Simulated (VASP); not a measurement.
**Zr: single point with PBE**

Zr:

```xyz
2
Lattice="3.2328 0.0000 0.0000 -1.6164 2.7997 0.0000 0.0000 0.0000 5.1691" Properties=species:S:1:pos:R:3 pbc="T T T"
Zr    0.0000    1.8665    1.2923
Zr    1.6164    0.9332    3.8768
```

* Program: VASP 6.6.1
* Task: single point
* Functional: PBE
* Potentials or basis: VASP PAW PBE potentials, release 64 (Zr_sv)
* Cutoff: 520 eV
* k mesh: 15 × 15 × 8
* Occupations: gaussian, width 0.1 eV
* Spin: no spin polarisation

```
Pressure               : 0.0 GPa
Band gap on the k mesh : zero (band 12 reaches 9.81 eV, above the bottom of band 13 at 8.64 eV)
```

Levels at points of the mesh, in eV from the Fermi level:
```csv
k point,band 10,band 11,band 12,band 13,band 14,band 15
"(0.00, 0.00, 0.00)",-3.04,0.85,0.85,0.96,1.10,1.53
"(0.00, 0.00, 0.50)",-3.98,0.01,0.01,0.76,0.76,0.76
```

Wall time 26 s on 1 thread of Intel(R) Xeon(R) 6975P-C (Granite Rapids), on a shared host, peak memory 0.22 GiB.
